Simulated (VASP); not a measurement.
# HfSiO4 in VASP: notebook

The runs below take HfSiO4 through electric field gradients, with PBE.

All numbers are computed with VASP 6.6.1; they aren't measurements. Logs are shortened: lines on timing, memory, paths and dates and some standing lists are left out, and cuts for length are marked.

## (1) The cell of the first run

The typed cell holds 12 atoms: a = 5.522 Å, b = 5.522 Å, c = 5.522 Å, α = 106.95°, β = 106.95°, γ = 114.64°.

## (2) Electric field gradients, PBE (atom 8 (O) moved by 0.10 Å)

The input, INCAR:

```
SYSTEM = HfSiO4
  ALGO = Normal
  EDIFF = 1E-8
  ENCUT = 520
  GGA = PE
  ISIF = 2
  ISMEAR = -1
  LASPH = .True.
  LCHARG = .False.
  LEFG = .True.
  LREAL = .False.
  LWAVE = .False.
  NBANDS = 50
  NELM = 80
  PREC = Accurate
  SIGMA = 0.02
```

The input, KPOINTS:

```
k-points
0
Gamma
  5 5 5
  0 0 0
```

The input, POSCAR:

```
HfSiO4
1.0
   -3.2862500000      3.2862500000      2.9816000000
    3.2862500000     -3.2862500000      2.9816000000
    3.2862500000      3.2862500000     -2.9816000000
Hf Si O
2 2 8
Direct
    0.7500000000      0.2500000000      0.5000000000
    0.0000000000      0.0000000000      0.0000000000
    0.2500000000      0.7500000000      0.5000000000
    0.5000000000      0.5000000000      0.0000000000
    0.1340001033      0.3192779115      0.8147221918
    0.0692779115      0.7545557197      0.6852778082
    0.5045557197      0.3192779115      0.1852778082
    0.0491047871      0.3647855182      0.3058214691
    0.6159998967      0.9307220885      0.6852778082
    0.6807220885      0.8659998967      0.1852778082
    0.2454442803      0.9307220885      0.3147221918
    0.6807220885      0.4954442803      0.8147221918
```

Potentials or basis: VASP PAW PBE potentials, release 64 (Hf_pv, Si, O).

Launch:

```console
$ cat potpaw_PBE.64/Hf_pv/POTCAR potpaw_PBE.64/Si/POTCAR potpaw_PBE.64/O/POTCAR > POTCAR
$ mpirun -np 1 vasp_std > vasp.out
```

OUTCAR:

```text
SYSTEM = HfSiO4
   EDIFF = 1E-8
   ENCUT = 520
   GGA = PE
   ISIF = 2
   ISMEAR = -1
   LASPH = .True.
   LREAL = .False.
   NELM = 80
   PREC = Accurate

 ion  position               nearest neighbor table
   1  0.750  0.250  0.500-   5 2.11  10 2.11   7 2.11  12 2.11   8 2.20   9 2.26   6 2.26  11 2.26
                             3 2.98   3 2.98   2 3.61   2 3.61   2 3.61   2 3.61
   2  0.000  0.000  0.000-   8 2.07   9 2.11   6 2.11  11 2.11  10 2.26   5 2.26   7 2.26  12 2.26
                             4 2.98   4 2.98   1 3.61   1 3.61   1 3.61   1 3.61
   3  0.250  0.750  0.500-   6 1.63  11 1.63   9 1.63   8 1.71   1 2.98   1 2.98
   4  0.500  0.500  0.000-   7 1.63  12 1.63  10 1.63   5 1.63   2 2.98   2 2.98
   5  0.134  0.319  0.815-   4 1.63   1 2.11   2 2.26
   6  0.069  0.755  0.685-   3 1.63   2 2.11   1 2.26
   7  0.505  0.319  0.185-   4 1.63   1 2.11   2 2.26
   8  0.049  0.365  0.306-   3 1.71   2 2.07   1 2.20
   9  0.616  0.931  0.685-   3 1.63   2 2.11   1 2.26
  10  0.681  0.866  0.185-   4 1.63   1 2.11   2 2.26
  11  0.245  0.931  0.315-   3 1.63   2 2.11   1 2.26
  12  0.681  0.495  0.815-   4 1.63   1 2.11   2 2.26

  LATTYP: Found a body centered tetragonal cell.
 ALAT       =     6.5725000000
 C/A-ratio  =     0.9072955496

  Lattice vectors:

 A1 = (  -3.2862500000,   3.2862500000,   2.9816000000)
 A2 = (   3.2862500000,  -3.2862500000,   2.9816000000)
 A3 = (   3.2862500000,   3.2862500000,  -2.9816000000)

Analysis of symmetry for initial positions (statically):
=====================================================================
 Subroutine PRICEL returns:
 Original cell was already a primitive cell.

 Routine SETGRP: Setting up the symmetry group for a
 body centered tetragonal supercell.

 Subroutine GETGRP returns: Found  1 space group operations
 (whereof  1 operations were pure point group operations)
 out of a pool of 16 trial point group operations.

The static configuration has the point symmetry C_1 .

Analysis of symmetry for dynamics (positions and initial velocities):
=====================================================================
 Subroutine PRICEL returns:
 Original cell was already a primitive cell.

 Routine SETGRP: Setting up the symmetry group for a
 body centered tetragonal supercell.

 Subroutine GETGRP returns: Found  1 space group operations
 (whereof  1 operations were pure point group operations)
 out of a pool of 16 trial point group operations.

The dynamic configuration has the point symmetry C_1 .

 Subroutine INISYM returns: Found  1 space group operations
 (whereof  1 operations are pure point group operations),
 and found     1 'primitive' translations

----------------------------------------------------------------------------------------

                                     Primitive cell

  volume of cell :     128.7984

  direct lattice vectors                    reciprocal lattice vectors
    -3.286250000  3.286250000  2.981600000     0.000000000  0.152149106  0.167695197
     3.286250000 -3.286250000  2.981600000     0.152149106  0.000000000  0.167695197
     3.286250000  3.286250000 -2.981600000     0.152149106  0.152149106  0.000000000

  length of vectors
     5.521667926  5.521667926  5.521667926     0.226431070  0.226431070  0.215171329

  position of ions in fractional coordinates (direct lattice)
     0.750000000  0.250000000  0.500000000
     0.000000000  0.000000000  0.000000000
     0.250000000  0.750000000  0.500000000
     0.500000000  0.500000000  0.000000000
     0.134000103  0.319277912  0.814722192
     0.069277912  0.754555720  0.685277808
     0.504555720  0.319277912  0.185277808
     0.049104787  0.364785518  0.305821469
     0.615999897  0.930722088  0.685277808
     0.680722088  0.865999897  0.185277808
     0.245444280  0.930722088  0.314722192
     0.680722088  0.495444280  0.814722192

  ion indices of the primitive-cell ions
   primitive index   ion index
                 1           1
                 2           2
                 3           3
[... 101 lines left out ...]
     AMIX_MAG =   1.60;   BMIX_MAG =  1.00
  volume/ion in A,a.u.               =      10.73        72.43
  Fermi-wavevector in a.u.,A,eV,Ry     =   1.373122  2.594825 25.653301  1.885464
  Thomas-Fermi vector in A             =   2.498668
   LORBIT       =      0    0 simple, 1 ext, 2 COOP (PROOUT), +10 PAW based schemes
   GGA     = PE    functional components
   LHFCALC =     F    Hartree Fock is set to
   AEXX    =    0.0000 exact exchange contribution
   IVDW    =     0    specifies the selected vdW correction
   LEPSILON=     F    determine dielectric tensor
   LRPA    =     F    only Hartree local field effects (RPA)
 non-spin polarized calculation
  energy-cutoff  :      520.00
  volume of cell :      128.80
 maximum number of plane-waves:      3483
 NGX is ok and might be reduce to    42
   NGX = 21   NGY = 21   NGZ = 21

 number of electron      76.0000001 magnetization

 Free energy of the ion-electron system (eV)
  ---------------------------------------------------
  ext. energy  EPLUGINS =         0.00000000
  ---------------------------------------------------
  free energy    TOTEN  =      -108.50894590 eV

  energy without entropy =     -108.50894590  energy(sigma->0) =     -108.50894590

 E-fermi :   3.8178     XC(G=0): -11.0988

 val. band max:        3.3069022198   @ k =   0.0000   0.0000   0.0000
 cond. band min:       8.7565544416   @ k =  -0.2000  -0.4000  -0.2000
 fundamental gap:      5.4496522218
 Fermi energy:         3.8177928946

 k-point     1 :       0.0000    0.0000    0.0000
  band No.  band energies     occupation
      1     -25.9435      2.00000
      2     -25.9358      2.00000
      3     -25.8618      2.00000
      4     -25.8499      2.00000
      5     -25.7538      2.00000
      6     -25.7495      2.00000
[... 1261 lines left out ...]
     49      12.6990      0.00000
     50      12.9982      0.00000

 [... further k-points ...]
[... 5 lines left out ...]
  --------------------------------------------------------------------------------------
  -------------------------------------------------------------------------------------
  Total        3.2849660      4.4313003      4.4208286     -0.0754194     -0.0803084     -1.1171563
  in kB       40.8630601     55.1227911     54.9925287     -0.9381732     -0.9989903    -13.8967725
  external PRESSURE =      50.3261266 kB  Pullay stress =       0.0000000 kB

 VOLUME and BASIS-vectors are now :
 -----------------------------------------------------------------------------
  energy-cutoff  :      520.00
  volume of cell :      128.80
      direct lattice vectors                 reciprocal lattice vectors
    -3.286250000  3.286250000  2.981600000     0.000000000  0.152149106  0.167695197
     3.286250000 -3.286250000  2.981600000     0.152149106  0.000000000  0.167695197
     3.286250000  3.286250000 -2.981600000     0.152149106  0.152149106  0.000000000

 POSITION                                       TOTAL-FORCE (eV/Angst)
 -----------------------------------------------------------------------------------
     -0.00000      3.28625      1.49080        -0.066341     -0.039406     -0.116171
      0.00000      0.00000      0.00000        -0.189714      0.013985     -0.198360
      3.28625     -0.00000      1.49080        -0.907877     -0.099380     -0.960508
      0.00000      0.00000      2.98160         0.054894      0.023445      0.041385
      3.28625      2.06851     -1.07768         0.034175     -0.115804     -0.160044
      4.50399      0.00000      0.41312        -0.189228      0.023473     -0.036324
     -0.00000      1.21774      1.90392         0.102826      0.041895     -0.231286
      2.04241     -0.03240      0.32222         1.606476      0.188672      1.883370
      3.28625      1.21774      2.56848        -0.173304     -0.010544     -0.111084
      1.21774     -0.00000      4.05928        -0.048941      0.012519     -0.221890
      3.28625     -1.21774      2.56848        -0.105981     -0.023094     -0.024482
      2.06851      3.28625      1.07768        -0.116985     -0.015760      0.135393
 -----------------------------------------------------------------------------------
    total drift:                               -0.000231      0.000081     -0.000061

  FREE ENERGIE OF THE ION-ELECTRON SYSTEM (eV)
  ---------------------------------------------------
  free  energy   TOTEN  =      -108.5089458987 eV

  energy  without entropy=     -108.5089458987  energy(sigma->0) =     -108.50894590

 Electric field gradients (V/A^2)
---------------------------------------------------------------------
 ion       V_xx      V_yy      V_zz      V_xy      V_xz      V_yz
---------------------------------------------------------------------
   1     -68.222   -42.910   111.132    -1.753    29.318     2.085
   2    -101.060   -42.533   143.594     5.881     1.403     0.694
   3      19.207     3.634   -22.841    -0.800    12.731    -0.713
   4      10.658    11.787   -22.445    -0.037    -0.515     0.042
   5     -42.309    21.647    20.662     0.049    -0.427    23.873
   6      23.020   -42.669    19.649    -1.028   -25.028     0.037
   7     -41.821    21.485    20.335     0.337    -0.259   -24.368
   8      22.546   -47.095    24.549     1.949    29.892     1.715
   9     -43.366    20.414    22.952     1.413     3.320    26.829
  10      23.029   -41.561    18.532     0.115    23.143     0.357
  11     -42.778    21.057    21.721    -1.377     2.417   -26.342
  12      20.990   -41.847    20.857    -0.005   -24.354     0.088
---------------------------------------------------------------------

 Electric field gradients after diagonalization (V/A^2)
 (convention: |V_zz| > |V_xx| > |V_yy|)
----------------------------------------------------------------------
 ion       V_xx      V_yy      V_zz     asymmetry (V_yy - V_xx)/ V_zz
----------------------------------------------------------------------
   1     -73.033   -42.789   115.823       0.261
   2    -101.652   -41.952   143.604       0.416
   3      22.809     3.593   -26.402       0.728
   4      11.789    10.665   -22.453       0.050
   5     -42.313    -2.721    45.033       0.879
   6     -42.687    -3.738    46.425       0.839
   7     -41.823    -3.464    45.287       0.847
   8     -47.163    -6.360    53.523       0.762
   9     -43.532    -5.134    48.666       0.789
  10     -41.563    -2.470    44.033       0.888
  11     -42.872    -4.941    47.813       0.793
  12     -41.847    -3.430    45.278       0.848
----------------------------------------------------------------------

           NMR quadrupolar parameters

 Cq : quadrupolar parameter    Cq=e*Q*V_zz/h
 eta: asymmetry parameters     (V_yy - V_xx)/ V_zz
 Q  : nuclear electric quadrupole moment in mb (millibarn)
----------------------------------------------------------------------
 ion       Cq(MHz)       eta       Q (mb)
----------------------------------------------------------------------
   1       0.280       0.261       1.000
   2       0.347       0.416       1.000
   3      -0.064       0.728       1.000
   4      -0.054       0.050       1.000
   5       0.109       0.879       1.000
   6       0.112       0.839       1.000
   7       0.110       0.847       1.000
   8       0.129       0.762       1.000
   9       0.118       0.789       1.000
  10       0.106       0.888       1.000
  11       0.116       0.793       1.000
  12       0.109       0.848       1.000
----------------------------------------------------------------------
```

Run time: 7.3 min. Hardware: 1 thread of Intel Xeon Platinum 8375C at 2.90GHz (Ice Lake), shared host; peak memory 0.46 GiB.

Results:

* Free energy: -108.5089 eV
* Pressure: 5.0 GPa
* Largest force: 2.483 eV/Å
* Band gap on the k mesh: 5.45 eV (least direct gap 5.81 eV)
* Largest electric field gradient by atom: Hf +115.8, +143.6; Si -26.4, -22.5; O +45.0, +46.4, +45.3, +53.5, +48.7, +44.0, +47.8 (each value once) V/Å²

Forces in eV/Å, atoms in the order of the input:
```
Hf  -0.066 -0.039 -0.116
Hf  -0.190  0.014 -0.198
Si  -0.908 -0.099 -0.961
Si   0.055  0.023  0.041
O    0.034 -0.116 -0.160
O   -0.189  0.023 -0.036
O    0.103  0.042 -0.231
O    1.606  0.189  1.883
O   -0.173 -0.011 -0.111
O   -0.049  0.013 -0.222
O   -0.106 -0.023 -0.024
O   -0.117 -0.016  0.135
```

Levels at points of the mesh, in eV from the valence-band top:
```csv
k point,band 34,band 35,band 36,band 37,band 38,band 39,band 40,band 41,band 42,band 43
"(0.00, 0.00, 0.00)",-0.61,-0.57,-0.57,-0.53,0.00,5.86,6.11,6.20,6.26,6.33
```

Electric field gradients, principal values (V/Å²):
```
atom    least    middle  greatest (by size)
1 Hf  -42.789   -73.033             115.823
2 Hf  -41.952  -101.652             143.604
3 Si    3.593    22.809             -26.402
4 Si   10.665    11.789             -22.453
 5 O   -2.721   -42.313              45.033
 6 O   -3.738   -42.687              46.425
 7 O   -3.464   -41.823              45.287
 8 O   -6.360   -47.163              53.523
 9 O   -5.134   -43.532              48.666
10 O   -2.470   -41.563              44.033
11 O   -4.941   -42.872              47.813
12 O   -3.430   -41.847              45.278
```

Caveat: the cell differs from its parent crystal (atom 8 (O) moved by 0.10 Å); the cell stands under pressure; without QUAD_EFG the Cq values of the log hold for a quadrupole moment of 1 mb, not for the nuclei; spin-orbit coupling is left out, which moves the levels of the heavy elements; an odd mesh through Γ misses points on the zone boundary, where band edges can lie; forces of over 1 eV/Å act on the atoms, so gaps and moduli don't describe the material at rest.

(Part 1 of 2 ends here.)
